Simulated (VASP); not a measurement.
# KBr (Fm-3m) in VASP: further runs

KBr is run at these levels: PBE; tasks: single point.

All numbers are computed with VASP 6.6.1; they aren't measurements. Logs are shortened: lines on timing, memory, paths and dates and some standing lists are left out, and cuts for length are marked.

### 1 The cell of the first run

Symmetry: Fm-3m, No. 225, cubic system. Conventional cell: a = 6.387 Å, b = 6.387 Å, c = 6.387 Å, α = 90.00°, β = 90.00°, γ = 90.00°. Within 4.2 Å of K (site symmetry m-3m) lie 6 Br at 3.19 Å. Br (site symmetry m-3m) has 6 K at 3.19 Å within 4.2 Å.

### 2 Single point, PBE (strain -0.030 along x and y, -0.030 along z)

Input file INCAR:

```
SYSTEM = KBr
ALGO     = Normal         ! electronic algorithm
EDIFF    = 1E-6           ! SCF threshold, eV
ENCUT    = 520            ! plane-wave cutoff, eV
GGA      = PE             ! functional
ISIF     = 2              ! what is computed and relaxed
ISMEAR   = 0              ! smearing method
LASPH    = .True.         ! aspherical terms in the spheres
LCHARG   = .False.        ! write CHGCAR
LREAL    = .False.        ! projectors in reciprocal space
LWAVE    = .False.        ! write WAVECAR
NBANDS   = 15             ! bands
NELM     = 100            ! most SCF steps
PREC     = Accurate       ! precision mode
SIGMA    = 0.05           ! smearing width, eV
```

Input file KPOINTS:

```
k-points
0
Gamma
  6 6 6
  0 0 0
```

Input file POSCAR:

```
KBr
1.0
    0.0000000000      3.1937250000      3.1937250000
    3.1937250000      0.0000000000      3.1937250000
    3.1937250000      3.1937250000      0.0000000000
K Br
1 1
Direct
    0.0000000000      0.0000000000      0.0000000000
    0.5000000000      0.5000000000      0.5000000000
```

Potentials or basis: VASP PAW PBE potentials, release 64 (K_sv, Br).

Started as:

```bash
$ cat potpaw_PBE.64/K_sv/POTCAR potpaw_PBE.64/Br/POTCAR > POTCAR
$ mpirun -np 1 vasp_std > vasp.out
```

OUTCAR:

```text
SYSTEM = KBr
   EDIFF = 1E-6
   ENCUT = 520
   GGA = PE
   ISIF = 2
   ISMEAR = 0
   LASPH = .True.
   LREAL = .False.
   NELM = 100
   PREC = Accurate

 ion  position               nearest neighbor table
   1  0.000  0.000  0.000-   2 3.19   2 3.19   2 3.19   2 3.19   2 3.19   2 3.19
   2  0.500  0.500  0.500-   1 3.19   1 3.19   1 3.19   1 3.19   1 3.19   1 3.19

  LATTYP: Found a face centered cubic cell.
 ALAT       =     6.3874500000

  Lattice vectors:

 A1 = (   0.0000000000,   3.1937250000,   3.1937250000)
 A2 = (   3.1937250000,   0.0000000000,   3.1937250000)
 A3 = (   3.1937250000,   3.1937250000,   0.0000000000)

Analysis of symmetry for initial positions (statically):
=====================================================================
 Subroutine PRICEL returns:
 Original cell was already a primitive cell.

 Routine SETGRP: Setting up the symmetry group for a
 face centered cubic supercell.

 Subroutine GETGRP returns: Found 48 space group operations
 (whereof 48 operations were pure point group operations)
 out of a pool of 48 trial point group operations.

The static configuration has the point symmetry O_h .

Analysis of symmetry for dynamics (positions and initial velocities):
=====================================================================
 Subroutine PRICEL returns:
 Original cell was already a primitive cell.

 Routine SETGRP: Setting up the symmetry group for a
 face centered cubic supercell.

 Subroutine GETGRP returns: Found 48 space group operations
 (whereof 48 operations were pure point group operations)
 out of a pool of 48 trial point group operations.

The dynamic configuration has the point symmetry O_h .

 Subroutine INISYM returns: Found 48 space group operations
 (whereof 48 operations are pure point group operations),
 and found     1 'primitive' translations

----------------------------------------------------------------------------------------

                                     Primitive cell

  volume of cell :      65.1512

  direct lattice vectors                    reciprocal lattice vectors
     0.000000000  3.193725000  3.193725000    -0.156556998  0.156556998  0.156556998
     3.193725000  0.000000000  3.193725000     0.156556998 -0.156556998  0.156556998
     3.193725000  3.193725000  0.000000000     0.156556998  0.156556998 -0.156556998

  length of vectors
[... 82 lines left out ...]
   TEBEG  =    0.0;   TEEND  =   0.0 temperature during run
   PSTRESS=    0.0 pullay stress
   NELECT =      16.0000    total number of electrons
   NUPDOWN=      -1.0000    fix difference up-down
   EMIN   =  10.00;   EMAX   =-10.00  energy-range for DOS
   EFERMI =   0.00;   METHOD = LEGACY
   ISMEAR =     0;   SIGMA  =   0.05  broadening in eV -4-tet -1-fermi 0-gaus
   EFERMI_NEDOS =   21; number of points for ismear=-14 and -15
   IALGO  =     38    algorithm
   IMIX   =      4    mixing-type and parameters
     AMIX     =   0.40;   BMIX     =  1.00
     AMIX_MAG =   1.60;   BMIX_MAG =  1.00
  volume/ion in A,a.u.               =      32.58       219.83
  Fermi-wavevector in a.u.,A,eV,Ry     =   1.025197  1.937341 14.300115  1.051029
  Thomas-Fermi vector in A             =   2.159024
   LORBIT       =      0    0 simple, 1 ext, 2 COOP (PROOUT), +10 PAW based schemes
   GGA     = PE    functional components
   LHFCALC =     F    Hartree Fock is set to
   AEXX    =    0.0000 exact exchange contribution
   IVDW    =     0    specifies the selected vdW correction
   LEPSILON=     F    determine dielectric tensor
   LRPA    =     F    only Hartree local field effects (RPA)
 non-spin polarized calculation
 Gauss-broadening in eV      SIGMA  =   0.05
  energy-cutoff  :      520.00
  volume of cell :       65.15
 maximum number of plane-waves:      1807
 NGX is ok and might be reduce to    36
   NGX = 17   NGY = 17   NGZ = 17

 number of electron      16.0000001 magnetization

 Free energy of the ion-electron system (eV)
  ---------------------------------------------------
  ext. energy  EPLUGINS =         0.00000000
  ---------------------------------------------------
  free energy    TOTEN  =        -6.14259111 eV

  energy without entropy =       -6.14259111  energy(sigma->0) =       -6.14259111

 E-fermi :  -1.0651     XC(G=0):  -7.7719

 val. band max:       -1.3193639375   @ k =   0.0000   0.0000   0.0000
 cond. band min:       3.3947370123   @ k =   0.0000   0.0000   0.0000
 fundamental gap:      4.7141009498
 Fermi energy:        -1.0650738624

 k-point     1 :       0.0000    0.0000    0.0000
  band No.  band energies     occupation
      1     -28.9059      2.00000
      2     -13.7444      2.00000
      3     -12.3915      2.00000
      4     -12.3915      2.00000
      5     -12.3915      2.00000
      6      -1.3194      2.00000
      7      -1.3194      2.00000
      8      -1.3194      2.00000
      9       3.3947      0.00000
     10       6.2855      0.00000
     11       6.2855      0.00000
     12       6.2855      0.00000
     13       7.1736      0.00000
     14       7.1736      0.00000
[... 257 lines left out ...]
      2     -13.7080      2.00000
      3     -12.5067      2.00000
      4     -12.4655      2.00000
      5     -12.3124      2.00000
      6      -2.1217      2.00000
      7      -1.8888      2.00000
      8      -1.8305      2.00000
      9       5.2514      0.00000
     10       7.0060      0.00000
     11       7.2202      0.00000
     12       8.3022      0.00000
     13       8.9623      0.00000
     14       9.7946      0.00000
     15      10.5006      0.00000

------------------------ aborting loop because EDIFF is reached ----------------------------------------

  FORCE on cell =-STRESS in cart. coord.  units (eV):
  Direction    XX          YY          ZZ          XY          YZ          ZX
  --------------------------------------------------------------------------------------
  -------------------------------------------------------------------------------------
  Total        1.1616751      1.1616751      1.1616751      0.0000000      0.0000000      0.0000000
  in kB       28.5675326     28.5675326     28.5675326      0.0000000      0.0000000      0.0000000
  external PRESSURE =      28.5675326 kB  Pullay stress =       0.0000000 kB

 VOLUME and BASIS-vectors are now :
 -----------------------------------------------------------------------------
  energy-cutoff  :      520.00
  volume of cell :       65.15
      direct lattice vectors                 reciprocal lattice vectors
     0.000000000  3.193725000  3.193725000    -0.156556998  0.156556998  0.156556998
     3.193725000  0.000000000  3.193725000     0.156556998 -0.156556998  0.156556998
     3.193725000  3.193725000  0.000000000     0.156556998  0.156556998 -0.156556998

 POSITION                                       TOTAL-FORCE (eV/Angst)
 -----------------------------------------------------------------------------------
      0.00000      0.00000      0.00000        -0.000000      0.000000      0.000000
      3.19373      3.19373      3.19373         0.000000     -0.000000     -0.000000
 -----------------------------------------------------------------------------------
    total drift:                                0.000000      0.000000      0.000000

  FREE ENERGIE OF THE ION-ELECTRON SYSTEM (eV)
  ---------------------------------------------------
  free  energy   TOTEN  =        -6.1425911062 eV

  energy  without entropy=       -6.1425911062  energy(sigma->0) =       -6.14259111
```

Wall time 9.9 s (1 thread of AMD EPYC 9R45 (Zen 5), shared host); peak memory 0.17 GiB.

Results:

| Property | Result |
| --- | --- |
| Free energy | -6.1426 eV |
| Pressure | 2.9 GPa |
| Band gap on the k mesh | 4.71 eV, direct |

Caveat: the cell differs from its parent crystal (strain -0.030 along x and y, -0.030 along z).

### 3 Single point, PBE (strain -0.015 along x and y, -0.015 along z)

Input file INCAR:

```
ALGO = Normal ; EDIFF = 1E-6
ENCUT = 520 ; GGA = PE
ISIF = 2 ; ISMEAR = 0
LASPH = T ; LCHARG = F
LREAL = F ; LWAVE = F
NBANDS = 15 ; NELM = 60
PREC = Accurate ; SIGMA = 0.05
```

Input file KPOINTS:

```
k-points
0
Gamma
  6 6 6
```

Input file POSCAR:

```
KBr
1.0
    0.0000000000      3.2431125000      3.2431125000
    3.2431125000      0.0000000000      3.2431125000
    3.2431125000      3.2431125000      0.0000000000
K Br
1 1
Direct
    0.0000000000      0.0000000000      0.0000000000
    0.5000000000      0.5000000000      0.5000000000
```

Potentials or basis: VASP PAW PBE potentials, release 64 (K_sv, Br).

Started as:

```bash
$ cat potpaw_PBE.64/K_sv/POTCAR potpaw_PBE.64/Br/POTCAR > POTCAR
$ mpirun -np 1 vasp_std > vasp.out
```

It took 10 s on 1 thread of AMD EPYC 9R45 (Zen 5), shared host; peak memory 0.17 GiB.

The run converged. Its results:

```yaml
Free_energy: -6.1866 eV
Pressure: 1.8 GPa
Band_gap_on_the_k_mesh: 4.58 eV, direct
```

Levels at points of the mesh, in eV from the valence-band top:
| k point | band 4 | band 5 | band 6 | band 7 | band 8 | band 9 | band 10 | band 11 | band 12 | band 13 |
| --- | --- | --- | --- | --- | --- | --- | --- | --- | --- | --- |
| (0.00, 0.00, 0.00) | -11.16 | -11.16 | 0.00 | 0.00 | 0.00 | 4.58 | 7.61 | 7.61 | 7.61 | 8.47 |
| (0.50, 0.00, 0.00) | -11.16 | -10.88 | -1.29 | -0.38 | -0.38 | 6.70 | 8.43 | 9.90 | 9.90 | 10.24 |
| (0.50, 0.50, 0.00) | -11.20 | -11.20 | -0.87 | -0.30 | -0.30 | 5.80 | 7.39 | 9.45 | 9.80 | 9.87 |

Caveat: the cell differs from its parent crystal (strain -0.015 along x and y, -0.015 along z).
